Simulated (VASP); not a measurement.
A run of VASP 6.6.1:

Contents of INCAR:

```
AGGAC = 1.0 ; AGGAX = 1.0
ALDAC = 0.0 ; ALDAX = 1.0
ALGO = Normal ; EDIFF = 1E-6
ENCUT = 520 ; GGA = B5
ISIF = 2 ; ISMEAR = -1
IVDW = 13 ; LASPH = True
LCHARG = False ; LREAL = False
LWAVE = False ; NBANDS = 12
NELM = 80 ; PREC = Accurate
SIGMA = 0.05 ; VDW_A1 = 0.44488865
VDW_A2 = 4.0933009 ; VDW_S6 = 1.0
VDW_S8 = 2.34076671
```

Contents of KPOINTS:

```
k-points
0
Gamma
  13 13 13
```

Contents of POSCAR:

```
Cu
1.0
   -1.4598548337      1.4598548337      1.3500592437
    1.4598548337     -1.4598548337      1.3500592437
    1.4598548337      1.4598548337     -1.3500592437
Cu
1
Direct
    0.0000000000      0.0000000000      0.0000000000
```

Potentials or basis: VASP PAW PBE potentials, release 64 (Cu).

Command:

```console
$ cat potpaw_PBE.64/Cu/POTCAR > POTCAR
$ mpirun -np 1 vasp_std > vasp.out
```

Hardware: 1 thread of Intel(R) Xeon(R) 6975P-C (Granite Rapids), with other jobs on the host.

Task: How long does it take, and how much memory?

Result: It took 10 s on 1 thread of Intel(R) Xeon(R) 6975P-C (Granite Rapids) (shared host), peak memory 0.13 GiB. Counts: scf iterations 11, k points 196.
